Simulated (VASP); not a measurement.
# AlSi16 (a cell with a defect) in VASP: notebook

The runs below take AlSi16 (a cell with a defect) through single point, with LDA.

Program: VASP 6.6.1. These are calculated values, not measurements. Logs are shortened: lines on timing, memory, paths and dates and some standing lists are left out, and cuts for length are marked.

### 1 The cell of the first run

The cell holds a defect, 17 atoms: a = 7.679 Å, b = 7.679 Å, c = 7.679 Å, α = 60.00°, β = 60.00°, γ = 60.00°.

### 2 Single point, LDA, collinear spin, zero start

Input file INCAR:

```
ALGO     = Normal         # electronic algorithm
EDIFF    = 1E-6           # SCF threshold, eV
ENCUT    = 520            # plane-wave cutoff, eV
ISIF     = 2              # what is computed and relaxed
ISMEAR   = 0              # smearing method
ISPIN    = 2              # spin polarisation
LASPH    = T              # aspherical terms in the spheres
LCHARG   = F              # write CHGCAR
LORBIT   = 11             # projections on sites
LREAL    = Auto         
LWAVE    = F              # write WAVECAR
MAGMOM   = 0 0 0 0 0 0 0 0 0 0 0 0 0 0 0 0 0 # initial moments
NBANDS   = 52             # bands
NELM     = 150            # most SCF steps
PREC     = Accurate       # precision mode
SIGMA    = 0.05           # smearing width, eV
```

Input file KPOINTS:

```
k-points
0
Gamma
  2 2 2
```

Input file POSCAR:

```
AlSi16
1.0
    0.0000000000      5.4300000000      5.4300000000
    5.4300000000      0.0000000000      5.4300000000
    5.4300000000      5.4300000000      0.0000000000
Si Al
16 1
Direct
   -0.0457487109      0.0146641805      0.0154943831
    0.1210436464      0.1124482505      0.1129173112
    0.0040858195     -0.0212300184      0.5085570902
    0.1210388582      0.1124861878      0.6535062615
    0.0040513812      0.5080620626     -0.0207281768
    0.1210302026      0.6530473297      0.1129554328
    0.0040346225      0.5080430939      0.5085677716
    0.1659872928      0.6108383057      0.6115401473
    0.4947992634     -0.0009830571     -0.0015500921
    0.5804485267      0.1402953039      0.1398017495
    0.4948057090     -0.0009817680      0.5080845304
    0.6322606814      0.1170873849      0.6255061694
    0.4948778085      0.5085441068     -0.0015308471
    0.6322747698      0.6260528545      0.1165454880
    0.5378518416      0.4878593923      0.4873150092
    0.6322591160      0.6260510129      0.6254863720
    1.1194726519      0.2928006446      0.2937976980
```

Potentials or basis: VASP PAW LDA potentials, release 64 (Si, Al).

The run is started by

```sh
$ cat potpaw_LDA.64/Si/POTCAR potpaw_LDA.64/Al/POTCAR > POTCAR
$ mpirun -np 1 vasp_std > vasp.out
```

OUTCAR:

```text
EDIFF = 1E-6
   ENCUT = 520
   ISIF = 2
   ISMEAR = 0
   ISPIN = 2
   LASPH = T
   LORBIT = 11
   LREAL = Auto
   NELM = 150
   PREC = Accurate

 ion  position               nearest neighbor table
   1  0.954  0.015  0.015-   6 2.29   4 2.29   2 2.29  10 2.34
   2  0.121  0.112  0.113-   1 2.29   9 2.35  17 2.40   5 2.48   3 2.48
   3  0.004  0.979  0.509-   8 2.32  12 2.33  17 2.45   4 2.48   2 2.48
   4  0.121  0.112  0.654-   1 2.29  11 2.35  17 2.40   7 2.48   3 2.48
   5  0.004  0.508  0.979-   8 2.32  14 2.33  17 2.46   2 2.48   6 2.48
   6  0.121  0.653  0.113-   1 2.29  13 2.35  17 2.40   7 2.48   5 2.48
   7  0.004  0.508  0.509-   8 2.32  16 2.33  17 2.46   4 2.48   6 2.48
   8  0.166  0.611  0.612-   7 2.32   5 2.32   3 2.32  15 2.33
   9  0.495  0.999  0.998-  10 2.32  12 2.34  14 2.34   2 2.35
  10  0.580  0.140  0.140-  13 2.32   9 2.32  11 2.32   1 2.34  17 2.89
  11  0.495  0.999  0.508-  10 2.32  12 2.34  16 2.34   4 2.35
  12  0.632  0.117  0.626-  15 2.33   3 2.33   9 2.34  11 2.34
  13  0.495  0.509  0.998-  10 2.32  14 2.34  16 2.34   6 2.35
  14  0.632  0.626  0.117-   5 2.33  15 2.33   9 2.34  13 2.34
  15  0.538  0.488  0.487-   8 2.33  14 2.33  16 2.33  12 2.33
  16  0.632  0.626  0.625-   7 2.33  15 2.33  11 2.34  13 2.34
  17  0.119  0.293  0.294-   2 2.40   4 2.40   6 2.40   3 2.45   5 2.46   7 2.46  10 2.89

  LATTYP: Found a face centered cubic cell.
 ALAT       =    10.8600000000

  Lattice vectors:

 A1 = (   0.0000000000,   5.4300000000,   5.4300000000)
 A2 = (   5.4300000000,   0.0000000000,   5.4300000000)
 A3 = (   5.4300000000,   5.4300000000,   0.0000000000)

Analysis of symmetry for initial positions (statically):
=====================================================================
 Subroutine PRICEL returns:
 Original cell was already a primitive cell.

 Routine SETGRP: Setting up the symmetry group for a
 face centered cubic supercell.

 Subroutine GETGRP returns: Found  1 space group operations
 (whereof  1 operations were pure point group operations)
 out of a pool of 48 trial point group operations.

The static configuration has the point symmetry C_1 .

Analysis of symmetry for dynamics (positions and initial velocities):
=====================================================================
 Subroutine PRICEL returns:
 Original cell was already a primitive cell.

 Routine SETGRP: Setting up the symmetry group for a
 face centered cubic supercell.

 Subroutine GETGRP returns: Found  1 space group operations
 (whereof  1 operations were pure point group operations)
 out of a pool of 48 trial point group operations.

The dynamic configuration has the point symmetry C_1 .

Analysis of structural, dynamic, and magnetic symmetry:
=====================================================================
 Subroutine PRICEL returns:
 Original cell was already a primitive cell.

 Routine SETGRP: Setting up the symmetry group for a
 face centered cubic supercell.

 Subroutine GETGRP returns: Found  1 space group operations
 (whereof  1 operations were pure point group operations)
 out of a pool of 48 trial point group operations.

The overall configuration has the point symmetry C_1 .

 Subroutine INISYM returns: Found  1 space group operations
 (whereof  1 operations are pure point group operations),
 and found     1 'primitive' translations

----------------------------------------------------------------------------------------

                                     Primitive cell

  volume of cell :     320.2060

  direct lattice vectors                    reciprocal lattice vectors
     0.000000000  5.430000000  5.430000000    -0.092081031  0.092081031  0.092081031
     5.430000000  0.000000000  5.430000000     0.092081031 -0.092081031  0.092081031
     5.430000000  5.430000000  0.000000000     0.092081031  0.092081031 -0.092081031

  length of vectors
     7.679179644  7.679179644  7.679179644     0.159489025  0.159489025  0.159489025

  position of ions in fractional coordinates (direct lattice)
     0.954251289  0.014664180  0.015494383
     0.121043646  0.112448251  0.112917311
     0.004085819  0.978769982  0.508557090
     0.121038858  0.112486188  0.653506261
     0.004051381  0.508062063  0.979271823
     0.121030203  0.653047330  0.112955433
[... 9 lines left out ...]
     0.632259116  0.626051013  0.625486372
     0.119472652  0.292800645  0.293797698

  ion indices of the primitive-cell ions
   primitive index   ion index
                 1           1
                 2           2
                 3           3
                 4           4
                 5           5
                 6           6
[... 9 lines left out ...]
                16          16
                17          17

----------------------------------------------------------------------------------------

 KPOINTS: k-points
[... 27 lines left out ...]
  0.000000  0.500000  0.000000      1.000000
  0.000000  0.000000  0.500000      1.000000
  0.500000  0.500000  0.500000      1.000000
  0.500000  0.500000  0.000000      1.000000
  0.000000  0.500000  0.500000      1.000000
  0.500000  0.000000  0.500000      1.000000
   k-points           NKPTS =      8   k-points in BZ     NKDIM =      8   number of bands    NBANDS=     52
   number of dos      NEDOS =    301   number of ions     NIONS =     17
   total plane-waves  NPLWV = 216000
   dimension x,y,z NGX =    60 NGY =   60 NGZ =   60
   dimension x,y,z NGXF=   120 NGYF=  120 NGZF=  120
   ions per type =              16   1
   NGX,Y,Z   is equivalent  to a cutoff of  12.99, 12.99, 12.99 a.u.
   NGXF,Y,Z  is equivalent  to a cutoff of  25.98, 25.98, 25.98 a.u.
 SYSTEM =  unknown system
   PREC   = accura    normal or accurate (medium, high low for compatibility)
   ISTART =      0    job   : 0-new  1-cont  2-samecut
   ICHARG =      2    charge: 1-file 2-atom 10-const
   ISPIN  =      2    spin polarized calculation?
   LNONCOLLINEAR =      F non collinear calculations
   LSORBIT =      F    spin-orbit coupling
   LASPH  =      T    aspherical Exc in radial PAW
   ENCUT  =  520.0 eV  38.22 Ry    6.18 a.u.  14.28 14.28 14.28*2*pi/ulx,y,z
   NELM   =    150;   NELMIN=  2; NELMDL= -5     # of ELM steps
   EDIFF  = 0.1E-05   stopping-criterion for ELM
   LREAL  =      T    real-space projection
   EDIFFG = 0.1E-04   stopping-criterion for IOM
   NSW    =      0    number of steps for IOM
   IBRION =     -1    ionic relax: 0-MD 1-quasi-New 2-CG
   NFREE  =      0    steps in history (QN), initial steepest desc. (CG)
   ISIF   =      2    stress and relaxation
   ISYM   =      2    0-nonsym 1-usesym 2-fastsym
   POTIM  = 0.5000    time-step for ionic-motion
   TEBEG  =    0.0;   TEEND  =   0.0 temperature during run
   PSTRESS=    0.0 pullay stress
   NELECT =      67.0000    total number of electrons
   NUPDOWN=      -1.0000    fix difference up-down
   EMIN   =  10.00;   EMAX   =-10.00  energy-range for DOS
   EFERMI =   0.00;   METHOD = LEGACY
   ISMEAR =     0;   SIGMA  =   0.05  broadening in eV -4-tet -1-fermi 0-gaus
   EFERMI_NEDOS =   21; number of points for ismear=-14 and -15
   IALGO  =     38    algorithm
   IMIX   =      4    mixing-type and parameters
     AMIX     =   0.40;   BMIX     =  1.00
     AMIX_MAG =   1.60;   BMIX_MAG =  1.00
  volume/ion in A,a.u.               =      18.84       127.11
  Fermi-wavevector in a.u.,A,eV,Ry     =   0.971904  1.836632 12.852022  0.944597
  Thomas-Fermi vector in A             =   2.102159
   LORBIT       =     11    0 simple, 1 ext, 2 COOP (PROOUT), +10 PAW based schemes
   GGA     = CA    functional components
   LHFCALC =     F    Hartree Fock is set to
   AEXX    =    0.0000 exact exchange contribution
   IVDW    =     0    specifies the selected vdW correction
   LEPSILON=     F    determine dielectric tensor
   LRPA    =     F    only Hartree local field effects (RPA)
 spin polarized calculation
 Gauss-broadening in eV      SIGMA  =   0.05
  energy-cutoff  :      520.00
  volume of cell :      320.21
 maximum number of plane-waves:      8646
 NGX is ok and might be reduce to    60
   NGX = 29   NGY = 29   NGZ = 29

 number of electron      67.0000000 magnetization      -0.0000319

 number of electron      67.0000000 magnetization       0.0000021

 Free energy of the ion-electron system (eV)
  ---------------------------------------------------
  ext. energy  EPLUGINS =         0.00000000
  ---------------------------------------------------
  free energy    TOTEN  =       -95.56593628 eV

  energy without entropy =      -95.55444175  energy(sigma->0) =      -95.56018902

 E-fermi :   6.7975     XC(G=0):  -9.8433

 val. band max:        6.6290701590   @ k =   0.0000   0.5000   0.5000
 cond. band min:       6.8105565469   @ k =   0.0000   0.0000   0.0000
 fundamental gap:      0.1814863879
 Fermi energy:         6.7975084133

 spin component 1

 k-point     1 :       0.0000    0.0000    0.0000
  band No.  band energies     occupation
      1      -5.9961      1.00000
      2      -3.6023      1.00000
      3      -3.5513      1.00000
      4      -3.5498      1.00000
      5      -3.5226      1.00000
      6      -2.1783      1.00000
[... 373 lines left out ...]
     44      10.2157      0.00000
     45      10.3604      0.00000
 Fermi energy:         6.7975084133

 spin component 2

 k-point     1 :       0.0000    0.0000    0.0000
  band No.  band energies     occupation
      1      -5.9961      1.00000
      2      -3.6023      1.00000
      3      -3.5513      1.00000
      4      -3.5498      1.00000
      5      -3.5226      1.00000
      6      -2.1783      1.00000
[... 373 lines left out ...]
     44      10.2157      0.00000
     45      10.3604      0.00000
 [bands above 45 left out]

------------------------ aborting loop because EDIFF is reached ----------------------------------------

  FORCE on cell =-STRESS in cart. coord.  units (eV):
  Direction    XX          YY          ZZ          XY          YZ          ZX
  --------------------------------------------------------------------------------------
  -------------------------------------------------------------------------------------
  Total        3.7856832      3.7835660      3.7785714      1.0206406     -1.0430716      1.0392415
  in kB       18.9419794     18.9313862     18.9063950      5.1068600     -5.2190952      5.1999310
  external PRESSURE =      18.9265869 kB  Pullay stress =       0.0000000 kB

 VOLUME and BASIS-vectors are now :
 -----------------------------------------------------------------------------
  energy-cutoff  :      520.00
  volume of cell :      320.21
      direct lattice vectors                 reciprocal lattice vectors
     0.000000000  5.430000000  5.430000000    -0.092081031  0.092081031  0.092081031
     5.430000000  0.000000000  5.430000000     0.092081031 -0.092081031  0.092081031
     5.430000000  5.430000000  0.000000000     0.092081031  0.092081031 -0.092081031

 POSITION                                       TOTAL-FORCE (eV/Angst)
 -----------------------------------------------------------------------------------
      0.16376      5.26572      5.26121         0.087304     -0.084717     -0.060255
      1.22374      1.27041      1.26786        -0.020145     -0.085072     -0.079014
      8.07619      2.78365      5.33691         0.042278     -0.041199      0.032153
      4.15934      4.20578      1.26804         0.085224      0.019402     -0.077915
      8.07622      5.33944      2.78078         0.051770      0.054058     -0.043797
      4.15940      1.27054      4.20324         0.060550     -0.059364     -0.008737
[... 9 lines left out ...]
      6.79585      6.82956      6.83262         0.012651     -0.012129     -0.016142
      3.18523      2.24406      2.23864        -0.529782      0.533371      0.577247
 -----------------------------------------------------------------------------------
    total drift:                               -0.001102     -0.001207      0.001012

  FREE ENERGIE OF THE ION-ELECTRON SYSTEM (eV)
  ---------------------------------------------------
  free  energy   TOTEN  =       -95.5659362810 eV

  energy  without entropy=      -95.5544417549  energy(sigma->0) =      -95.56018902

 total charge

# of ion       s       p       d       tot
------------------------------------------
    1        0.766   0.967   0.000   1.733
    2        0.769   0.932   0.000   1.701
    3        0.761   0.931   0.000   1.692
    4        0.769   0.932   0.000   1.701
    5        0.761   0.931   0.000   1.691
    6        0.768   0.932   0.000   1.701
[... 9 lines left out ...]
   16        0.751   0.961   0.000   1.712
   17        0.485   0.397   0.000   0.882
--------------------------------------------------
tot         12.606  15.573   0.000  28.179

 magnetization (x)

# of ion       s       p       d       tot
------------------------------------------
    1        0.000  -0.000   0.000  -0.000
    2       -0.000   0.000   0.000   0.000
    3        0.000   0.000   0.000   0.000
    4        0.000   0.000   0.000   0.000
    5        0.000   0.000   0.000   0.000
    6       -0.000   0.000   0.000   0.000
[... 9 lines left out ...]
   16       -0.000  -0.000   0.000  -0.000
   17        0.000   0.000   0.000   0.000
--------------------------------------------------
tot          0.000  -0.000   0.000  -0.000
```

Run time: 5.1 min. Hardware: 1 thread of AMD EPYC 9R45 (Zen 5), shared host; peak memory 0.45 GiB.

What came out:

```
Free energy                                           : -95.5659 eV
Pressure                                              : 1.9 GPa
Largest force                                         : 0.948 eV/Å
Net moment                                            : 0.00 μB per cell
Valence electrons inside the program's atomic spheres : Si 1.73, 1.70, 1.69, 1.71, 1.72 (each value once); Al 0.88
```

Forces in eV/Å, atoms in the order of the input:
```
Si   0.087 -0.085 -0.060
Si  -0.020 -0.085 -0.079
Si   0.042 -0.041  0.032
Si   0.085  0.019 -0.078
Si   0.052  0.054 -0.044
Si   0.061 -0.059 -0.009
Si  -0.055 -0.051 -0.044
Si   0.039 -0.037 -0.022
Si   0.019 -0.029 -0.035
Si   0.075 -0.076 -0.083
Si   0.027 -0.020 -0.034
Si   0.009 -0.011 -0.011
Si   0.032 -0.033 -0.021
Si   0.010 -0.013 -0.016
Si   0.054 -0.055 -0.058
Si   0.013 -0.012 -0.016
Al  -0.530  0.533  0.577
```

Levels at points of the mesh, in eV from the Fermi level:
Spin up:
```tsv
k point	band 29	band 30	band 31	band 32	band 33	band 34	band 35	band 36	band 37	band 38
(0.00, 0.00, 0.00)	-1.56	-1.49	-0.95	-0.73	-0.73	-0.58	-0.21	-0.21	0.01	0.01
(0.50, 0.00, 0.00)	-1.49	-1.49	-1.37	-1.37	-0.55	0.21	0.31	0.31	1.00	1.00
(0.00, 0.50, 0.00)	-1.51	-1.49	-1.45	-1.42	-0.41	0.09	0.30	0.56	0.74	0.86
(0.00, 0.00, 0.50)	-1.51	-1.49	-1.45	-1.42	-0.41	0.09	0.29	0.56	0.74	0.86
(0.50, 0.50, 0.50)	-1.51	-1.49	-1.45	-1.42	-0.41	0.09	0.29	0.56	0.74	0.86
(0.50, 0.50, 0.00)	-2.14	-2.04	-1.99	-1.84	-0.17	0.05	0.94	1.39	1.46	1.50
(0.00, 0.50, 0.50)	-2.14	-2.04	-1.99	-1.84	-0.17	0.05	0.94	1.38	1.46	1.50
(0.50, 0.00, 0.50)	-2.14	-2.04	-1.99	-1.84	-0.17	0.05	0.94	1.39	1.46	1.50
```
Spin down:
```tsv
k point	band 29	band 30	band 31	band 32	band 33	band 34	band 35	band 36	band 37	band 38
(0.00, 0.00, 0.00)	-1.56	-1.49	-0.95	-0.73	-0.73	-0.58	-0.21	-0.21	0.01	0.01
(0.50, 0.00, 0.00)	-1.49	-1.49	-1.37	-1.37	-0.55	0.21	0.31	0.31	1.00	1.00
(0.00, 0.50, 0.00)	-1.51	-1.49	-1.45	-1.42	-0.41	0.09	0.30	0.56	0.74	0.86
(0.00, 0.00, 0.50)	-1.51	-1.49	-1.45	-1.42	-0.41	0.09	0.29	0.56	0.74	0.86
(0.50, 0.50, 0.50)	-1.51	-1.49	-1.45	-1.42	-0.41	0.09	0.29	0.56	0.74	0.86
(0.50, 0.50, 0.00)	-2.14	-2.04	-1.99	-1.84	-0.17	0.05	0.94	1.39	1.46	1.50
(0.00, 0.50, 0.50)	-2.14	-2.04	-1.99	-1.84	-0.17	0.05	0.94	1.38	1.46	1.50
(0.50, 0.00, 0.50)	-2.14	-2.04	-1.99	-1.84	-0.17	0.05	0.94	1.39	1.46	1.50
```

Caveat: the k points lie up to 0.50 Å⁻¹ apart; no moment was typed at the start, so none could form.

[end of part 1 of 2]
